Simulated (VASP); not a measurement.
# AlRu (P-6m2) in VASP: further runs

The runs below take AlRu through single point, relaxation of cell and atoms, with PBE.

Program: VASP 6.6.1. These are calculated values, not measurements. Logs are shortened: lines on timing, memory, paths and dates and some standing lists are left out, and cuts for length are marked.

## (1) The cell of the first run

Symmetry: P-6m2, No. 187, hexagonal system. The conventional cell has a = 3.028 Å, b = 3.028 Å, c = 2.955 Å, α = 90.00°, β = 90.00°, γ = 120.00°. Within 3.1 Å of Al (site symmetry -6m2) lie 6 Ru at 2.29 Å and 8 Al at 2.96 to 3.03 Å. Within 3.1 Å of Ru (site symmetry -6m2) lie 6 Al at 2.29 Å and 8 Ru at 2.96 to 3.03 Å.

The cell was built from a structure type or drawn by symmetry, and may not be a known phase.

## (2) Single point, PBE

Input file INCAR:

```
SYSTEM = AlRu
  PREC = Accurate
  ENCUT = 520
  EDIFF = 1E-6
  ISMEAR = 0
  SIGMA = 0.1
  LREAL = .False.
  LASPH = .True.
  NELM = 80
  ALGO = Normal
  ISIF = 2
  LWAVE = .False.
  LCHARG = .False.
  GGA = PE
  NBANDS = 16
```

Input file KPOINTS:

```
regular mesh
0
Gamma
  6 6 6
  0 0 0
```

Input file POSCAR:

```
AlRu
1.0
    3.0281543100      0.0000000000      0.0000000000
   -1.5140771500      2.6224585600      0.0000000000
    0.0000000000      0.0000000000      2.9553286300
Al Ru
1 1
Direct
    0.0000000000      0.0000000000      0.0000000000
    0.6666666700      0.3333333300      0.5000000000
```

Potentials or basis: VASP PAW PBE potentials, release 64 (Al, Ru_pv).

Command:

```bash
> cat potpaw_PBE.64/Al/POTCAR potpaw_PBE.64/Ru_pv/POTCAR > POTCAR
> mpirun -np 1 vasp_std > vasp.out
```

OUTCAR:

```text
SYSTEM = AlRu
   PREC = Accurate
   ENCUT = 520
   EDIFF = 1E-6
   ISMEAR = 0
   LREAL = .False.
   LASPH = .True.
   NELM = 80
   ISIF = 2
   GGA = PE

 ion  position               nearest neighbor table
   1  0.000  0.000  0.000-   2 2.29   2 2.29   2 2.29   2 2.29   2 2.29   2 2.29
   2  0.667  0.333  0.500-   1 2.29   1 2.29   1 2.29   1 2.29   1 2.29   1 2.29

  LATTYP: Found a hexagonal cell.
 ALAT       =     3.0281543100
 C/A-ratio  =     0.9759504726

  Lattice vectors:

 A1 = (   3.0281543100,   0.0000000000,   0.0000000000)
 A2 = (  -1.5140771500,   2.6224585600,   0.0000000000)
 A3 = (   0.0000000000,   0.0000000000,   2.9553286300)

Analysis of symmetry for initial positions (statically):
=====================================================================
 Subroutine PRICEL returns:
 Original cell was already a primitive cell.

 Routine SETGRP: Setting up the symmetry group for a
 hexagonal supercell.

 Subroutine GETGRP returns: Found 12 space group operations
 (whereof 12 operations were pure point group operations)
 out of a pool of 24 trial point group operations.

The static configuration has the point symmetry D_3h.

Analysis of symmetry for dynamics (positions and initial velocities):
=====================================================================
 Subroutine PRICEL returns:
 Original cell was already a primitive cell.

 Routine SETGRP: Setting up the symmetry group for a
 hexagonal supercell.

 Subroutine GETGRP returns: Found 12 space group operations
 (whereof 12 operations were pure point group operations)
 out of a pool of 24 trial point group operations.

The dynamic configuration has the point symmetry D_3h.

 Subroutine INISYM returns: Found 12 space group operations
 (whereof 12 operations are pure point group operations),
 and found     1 'primitive' translations

----------------------------------------------------------------------------------------

                                     Primitive cell

  volume of cell :      23.4689

  direct lattice vectors                    reciprocal lattice vectors
     3.028154310  0.000000000  0.000000000     0.330234162  0.190660781  0.000000000
    -1.514077150  2.622458560  0.000000000     0.000000000  0.381321564  0.000000000
     0.000000000  0.000000000  2.955328630     0.000000000  0.000000000  0.338371845

  length of vectors
     3.028154310  3.028154308  2.955328630     0.381321564  0.381321564  0.338371845
[... 80 lines left out ...]
   NELM   =     80;   NELMIN=  2; NELMDL= -5     # of ELM steps
   EDIFF  = 0.1E-05   stopping-criterion for ELM
   LREAL  =      F    real-space projection
   EDIFFG = 0.1E-04   stopping-criterion for IOM
   NSW    =      0    number of steps for IOM
   IBRION =     -1    ionic relax: 0-MD 1-quasi-New 2-CG
   NFREE  =      0    steps in history (QN), initial steepest desc. (CG)
   ISIF   =      2    stress and relaxation
   ISYM   =      2    0-nonsym 1-usesym 2-fastsym
   POTIM  = 0.5000    time-step for ionic-motion
   TEBEG  =    0.0;   TEEND  =   0.0 temperature during run
   PSTRESS=    0.0 pullay stress
   NELECT =      17.0000    total number of electrons
   NUPDOWN=      -1.0000    fix difference up-down
   EMIN   =  10.00;   EMAX   =-10.00  energy-range for DOS
   EFERMI =   0.00;   METHOD = LEGACY
   ISMEAR =     0;   SIGMA  =   0.10  broadening in eV -4-tet -1-fermi 0-gaus
   EFERMI_NEDOS =   21; number of points for ismear=-14 and -15
   IALGO  =     38    algorithm
   IMIX   =      4    mixing-type and parameters
     AMIX     =   0.40;   BMIX     =  1.00
     AMIX_MAG =   1.60;   BMIX_MAG =  1.00
  volume/ion in A,a.u.               =      11.73        79.19
  Fermi-wavevector in a.u.,A,eV,Ry     =   1.470258  2.778385 29.411166  2.161660
  Thomas-Fermi vector in A             =   2.585537
   LORBIT       =      0    0 simple, 1 ext, 2 COOP (PROOUT), +10 PAW based schemes
   GGA     = PE    functional components
   LHFCALC =     F    Hartree Fock is set to
   AEXX    =    0.0000 exact exchange contribution
   IVDW    =     0    specifies the selected vdW correction
   LEPSILON=     F    determine dielectric tensor
   LRPA    =     F    only Hartree local field effects (RPA)
 non-spin polarized calculation
 Gauss-broadening in eV      SIGMA  =   0.10
  energy-cutoff  :      520.00
  volume of cell :       23.47
 maximum number of plane-waves:       647
 NGX is ok and might be reduce to    24
   NGX = 11   NGY = 11   NGZ = 11

 number of electron      17.0000002 magnetization

 Free energy of the ion-electron system (eV)
  ---------------------------------------------------
  ext. energy  EPLUGINS =         0.00000000
  ---------------------------------------------------
  free energy    TOTEN  =       -12.41466646 eV

  energy without entropy =      -12.41331692  energy(sigma->0) =      -12.41399169

 E-fermi :  12.8144     XC(G=0): -13.1689

 val. band max:       12.7185919233   @ k =   0.3333   0.1667   0.5000
 cond. band min:      12.9759220213   @ k =   0.5000   0.0000   0.0000
 fundamental gap:      0.2573300979
 Fermi energy:        12.8144182718

 k-point     1 :       0.0000    0.0000    0.0000
  band No.  band energies     occupation
      1     -29.4670      2.00000
      2     -29.4438      2.00000
      3     -29.4438      2.00000
      4       2.3703      2.00000
      5       7.8242      2.00000
      6       9.8426      2.00000
[... 433 lines left out ...]
      3     -29.4736      2.00000
      4       6.1917      2.00000
      5       7.7855      2.00000
      6       9.7456      2.00000
[... 8 lines left out ...]
     15      25.1727      0.00000
     16      25.5497      0.00000

 [... further k-points ...]

------------------------ aborting loop because EDIFF is reached ----------------------------------------

  FORCE on cell =-STRESS in cart. coord.  units (eV):
  Direction    XX          YY          ZZ          XY          YZ          ZX
  --------------------------------------------------------------------------------------
  -------------------------------------------------------------------------------------
  Total        7.8520005      7.8520005     14.3578761      0.0000000     -0.0000000      0.0000000
  in kB      536.0415837    536.0415841    980.1857112      0.0000010     -0.0000000      0.0000000
  external PRESSURE =     684.0896264 kB  Pullay stress =       0.0000000 kB

 VOLUME and BASIS-vectors are now :
 -----------------------------------------------------------------------------
  energy-cutoff  :      520.00
  volume of cell :       23.47
      direct lattice vectors                 reciprocal lattice vectors
     3.028154310  0.000000000  0.000000000     0.330234162  0.190660781  0.000000000
    -1.514077150  2.622458560  0.000000000     0.000000000  0.381321564  0.000000000
     0.000000000  0.000000000  2.955328630     0.000000000  0.000000000  0.338371845

 POSITION                                       TOTAL-FORCE (eV/Angst)
 -----------------------------------------------------------------------------------
      0.00000      0.00000      0.00000         0.000000      0.000000      0.000000
      1.51408      0.87415      1.47766        -0.000000      0.000000      0.000000
 -----------------------------------------------------------------------------------
    total drift:                               -0.000017      0.000009      0.000000

  FREE ENERGIE OF THE ION-ELECTRON SYSTEM (eV)
  ---------------------------------------------------
  free  energy   TOTEN  =       -12.4146664567 eV

  energy  without entropy=      -12.4133169185  energy(sigma->0) =      -12.41399169
```

Wall time 5 s (1 thread of AMD EPYC 9R45 (Zen 5), shared host); peak memory 0.11 GiB.

Results:

```yaml
Free_energy: -12.4147 eV
Pressure: 68.4 GPa
Band_gap_on_the_k_mesh: zero (an odd number of electrons rules out a gap without spin polarisation)
```

Stress tensor (GPa, compression positive):
```
53.60  0.00  0.00
 0.00 53.60  0.00
 0.00  0.00 98.02
```

Caveat: the k points lie up to 0.40 Å⁻¹ apart, too coarse for converged energies and pressures of a metal; an empty level that is flat over the whole mesh can mark a ghost state of the potentials, or a narrow d or f band.

## (3) Single point, PBE

This run uses another cell than the first one, of 14.15 Å³/atom.

Input file INCAR:

```
SYSTEM = AlRu
PREC = Accurate
ENCUT = 520
EDIFF = 1E-7
ISMEAR = 0
SIGMA = 0.1
LREAL = .FALSE.
LASPH = .TRUE.
NELM = 80
ALGO = Normal
ISIF = 2
LWAVE = .FALSE.
LCHARG = .FALSE.
GGA = PE
NBANDS = 16
```

Input file KPOINTS:

```
regular mesh
0
G
  6 6 6
  0 0 0
```

Input file POSCAR:

```
AlRu
1.0
    2.8989879063     -0.0000000028      0.0000000000
   -1.4494939507      2.5105971735      0.0000000000
    0.0000000000      0.0000000000      3.8875910292
Al Ru
1 1
Direct
    0.0000000000      0.0000000000      0.0000000000
    0.6666666667      0.3333333333      0.5000000000
```

Potentials or basis: VASP PAW PBE potentials, release 64 (Al, Ru_pv).

Command:

```bash
> cat potpaw_PBE.64/Al/POTCAR potpaw_PBE.64/Ru_pv/POTCAR > POTCAR
> mpirun -np 1 vasp_std > vasp.out
```

Run time: 7.1 s. Hardware: 1 thread of AMD EPYC 9R45 (Zen 5), shared host; peak memory 0.12 GiB.

Results (log left out):

```
Free energy            : -13.8938 eV
Pressure               : 0.0 GPa
Band gap on the k mesh : zero (an odd number of electrons rules out a gap without spin polarisation)
```

Stress tensor (GPa, compression positive):
```
-0.08  0.00  0.00
 0.00 -0.08  0.00
 0.00  0.00  0.02
```

Levels at points of the mesh, in eV from the Fermi level:
| k point | band 5 | band 6 | band 7 | band 8 | band 9 | band 10 | band 11 | band 12 |
| --- | --- | --- | --- | --- | --- | --- | --- | --- |
| (0.00, 0.00, 0.00) | -4.18 | -1.87 | -1.87 | -0.14 | -0.14 | 0.03 | 6.48 | 11.55 |
| (0.50, 0.00, 0.00) | -3.87 | -3.76 | -3.31 | -0.86 | 1.18 | 3.28 | 5.81 | 6.77 |
| (0.00, 0.00, 0.50) | -6.24 | -1.89 | -1.83 | -1.83 | -0.43 | -0.43 | 10.03 | 11.55 |
| (0.50, 0.00, 0.50) | -4.45 | -2.36 | -1.32 | -0.86 | 0.19 | 1.19 | 3.97 | 5.78 |

Caveat: the k points lie up to 0.42 Å⁻¹ apart, too coarse for converged energies and pressures of a metal.

## (4) Relaxation of cell and atoms, PBE

Input file INCAR:

```
  PREC = Accurate
  ENCUT = 600
  EDIFF = 1E-7
  ISMEAR = 0
  SIGMA = 0.1
  LREAL = F
  LASPH = T
  NELM = 60
  ALGO = Normal
  ISIF = 3
  LWAVE = F
  LCHARG = F
  GGA = PE
  IBRION = 2
  NSW = 90
  EDIFFG = -0.04
```

Input file KPOINTS:

```
Automatic mesh
0
Gamma
  6 6 6
```

Input file POSCAR:

```
AlRu
1.0
    3.0281543100      0.0000000000      0.0000000000
   -1.5140771500      2.6224585600      0.0000000000
    0.0000000000      0.0000000000      2.9553286300
Al Ru
1 1
Direct
    0.0000000000      0.0000000000      0.0000000000
    0.6666666700      0.3333333300      0.5000000000
```

Command:

```bash
> cat potpaw_PBE.64/Al/POTCAR potpaw_PBE.64/Ru_pv/POTCAR > POTCAR
> mpirun -np 1 vasp_std > vasp.out
```

It took 68 s on 1 thread of AMD EPYC 9R45 (Zen 5), shared host; peak memory 0.12 GiB.

Results (log left out):

```
Free energy                           : -13.8877 eV
Relaxed volume                        : 14.13 Å³/atom
Relaxed cell                          : a = 2.897 Å, b = 2.897 Å, c = 3.890 Å, α = 90.00°, β = 90.00°, γ = 120.00°
Space group after relaxing (to 0.1 Å) : P-6m2 (No. 187)
Energy gained by relaxing             : 736.3 meV/atom
Ionic steps                           : 19
Pressure after relaxing               : 0.0 GPa
Band gap on the k mesh                : zero (an odd number of electrons rules out a gap without spin polarisation)
```

Stress tensor (GPa, compression positive):
```
 0.12  0.00  0.00
 0.00  0.12  0.00
 0.00  0.00 -0.36
```

Step by step:
```csv
step,energy change (eV),largest force (eV/Å),pressure (GPa),volume (Å³)
1,0.0000,0.0000,68.39,23.47
2,0.7744,0.0000,-28.20,44.69
3,-1.1812,0.0000,-5.57,30.67
4,-1.1928,0.0000,-2.53,30.08
5,-1.1940,0.0000,-1.22,29.84
6,-1.2220,0.0000,-0.47,29.51
7,-1.2321,0.0000,0.49,29.23
8,-1.2790,0.0000,2.84,28.65
9,-1.4190,0.0000,8.33,27.35
10,-0.7969,0.0000,40.30,24.31
11,-1.4242,0.0000,10.03,27.07
12,-1.4200,0.0000,11.68,26.82
13,-1.4280,0.0000,10.83,26.88
14,-1.4322,0.0000,9.66,26.97
15,-1.4421,0.0000,8.29,27.14
16,-1.4632,0.0000,4.43,27.63
17,-1.4701,0.0000,-2.31,28.63
18,-1.4726,0.0000,-0.22,28.30
19,-1.4727,0.0000,-0.04,28.27
```

Final structure:
```cif
data_structure
_symmetry_space_group_name_H-M 'P 1'
_symmetry_Int_Tables_number 1
_cell_length_a 2.8967
_cell_length_b 2.8967
_cell_length_c 3.8904
_cell_angle_alpha 90.000
_cell_angle_beta 90.000
_cell_angle_gamma 120.000
_cell_volume 28.27
loop_
_atom_site_label
_atom_site_type_symbol
_atom_site_fract_x
_atom_site_fract_y
_atom_site_fract_z
_atom_site_occupancy
Al1 Al 0.00000 0.00000 0.00000 1
Ru1 Ru 0.66667 0.33333 0.50000 1
```

Levels at points of the mesh, in eV from the Fermi level:
| k point | band 4 | band 5 | band 6 | band 7 | band 8 | band 9 | band 10 | band 11 | band 12 |
| --- | --- | --- | --- | --- | --- | --- | --- | --- | --- |
| (0.00, 0.00, 0.00) | -9.86 | -4.19 | -1.88 | -1.88 | -0.13 | -0.13 | 0.00 | 6.46 | 11.55 |
| (0.50, 0.00, 0.00) | -5.63 | -3.87 | -3.77 | -3.32 | -0.86 | 1.18 | 3.28 | 5.80 | 6.78 |
| (0.00, 0.00, 0.50) | -7.81 | -6.25 | -1.91 | -1.83 | -1.83 | -0.43 | -0.43 | 10.01 | 12.12 |
| (0.50, 0.00, 0.50) | -5.75 | -4.46 | -2.37 | -1.32 | -0.88 | 0.19 | 1.19 | 3.95 | 5.79 |

Caveat: the k points lie up to 0.42 Å⁻¹ apart in the final cell, too coarse for converged energies and pressures of a metal; the volume moved by over 15 % at a fixed basis, so the end points are rough.

## (5) Summary

```tsv
task	cell	cutoff (eV)	gap on the mesh (eV)	pressure (GPa)
single point	a = 3.028, b = 3.028, c = 2.955 Å, angles 90.0, 90.0, 120.0°, 2 atoms	520	none	68.4
single point	a = 2.899, b = 2.899, c = 3.888 Å, angles 90.0, 90.0, 120.0°, 2 atoms	520	none	0.0
relaxation of cell and atoms	relaxed from a = 3.028, b = 3.028, c = 2.955 Å, angles 90.0, 90.0, 120.0°, 2 atoms	600	none	0.0
```

Alike in all rows: level PBE; potentials or basis VASP PAW PBE potentials, release 64 (Al, Ru_pv); no spin polarisation; k mesh 6 × 6 × 6; smearing gaussian 0.1 eV.

Caveats: all runs use coarse meshes; an empty level that is flat over the whole mesh can mark a ghost state of the potentials, or a narrow d or f band (at least some runs); the volume moved by over 15 % at a fixed basis, so the end points are rough (at least some runs).

Absolute energies hang on the potentials; compare differences alone.
